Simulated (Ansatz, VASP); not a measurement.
TiCo3: VASP beside Ansatz

```
Ti Co
1.0
     3.17071    0.00000    0.00000
     0.00000    3.17071    0.00000
     0.00000    0.00000    3.17071
Ti Co
1 3
Direct
  0.00000 0.00000 0.00000
  0.00000 0.50000 0.50000
  0.50000 0.00000 0.50000
  0.50000 0.50000 0.00000
```

Change from the starting cell: volume scaled by 0.7, no spin polarisation, PAW files.

Alike in both runs: task single point; functional PBEsol; k mesh 10 × 10 × 10; occupations fermi-dirac, width 0.05 eV; no spin polarisation.

|  | VASP | Ansatz |
| --- | --- | --- |
| version | VASP 6.6.1 | Ansatz 0.2.0 |
| potentials or method | VASP PAW PBE potentials, release 64 (Ti_sv, Co) | PAW with Ansatz's default frozen-core files, scalar-relativistic |
| plane-wave cutoff (eV) | 520 | 420 |
| valence electrons in the cell | 39 | 63 |

|  | VASP | Ansatz | Ansatz less VASP |
| --- | --- | --- | --- |
| pressure (GPa) | 152.3 | 153.7 | +1.41 |

VASP's potentials were made for PBE, not for PBEsol. Both programs put the cell under a high pressure, so it lies far from rest at this level. VASP's potentials hold 39 valence electrons a cell and Ansatz's 63, so a difference there can come from the potentials and not from the codes.

Noted on VASP's run: the cell as given lies far from equilibrium.
